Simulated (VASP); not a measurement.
Here is a VASP 6.6.1 calculation.

Contents of INCAR:

```
SYSTEM = RbCl
ALGO     = Normal         ! electronic algorithm
EDIFF    = 1E-6           ! SCF threshold, eV
ENCUT    = 500            ! plane-wave cutoff, eV
GGA      = PS             ! functional
GGA_COMPAT= .False.      
ISIF     = 2              ! what is computed and relaxed
ISMEAR   = 0              ! smearing method
LASPH    = .True.         ! aspherical terms in the spheres
LCHARG   = .True.         ! write CHGCAR
LELF     = .True.         ! ELF
LREAL    = .False.        ! projectors in reciprocal space
LVHAR    = .True.       
LWAVE    = .False.        ! write WAVECAR
NBANDS   = 15             ! bands
NELM     = 120            ! most SCF steps
PREC     = Accurate       ! precision mode
SIGMA    = 0.1            ! smearing width, eV
```

Contents of KPOINTS:

```
k-points
0
Gamma
  4 4 4
  0 0 0
```

File POSCAR:

```
RbCl
1.0
    0.0000000000      3.3087073290      3.3087073290
    3.3087073290      0.0000000000      3.3087073290
    3.3087073290      3.3087073290      0.0000000000
Rb Cl
1 1
Direct
    0.0000000000      0.0000000000      0.0000000000
    0.5000000000      0.5000000000      0.5000000000
```

Potentials or basis: VASP PAW PBE potentials, release 64 (Rb_sv, Cl).

Command:

```console
$ cat potpaw_PBE.64/Rb_sv/POTCAR potpaw_PBE.64/Cl/POTCAR > POTCAR
$ mpirun -np 1 vasp_std > vasp.out
```

Task: Predict the pressure.

Result: -0.5 GPa.

Task: What does it give for the band gap on the k mesh?

Result: 4.80 eV.

Caveat: the PAW data sets were made with another functional, which shifts forces and pressure a little.
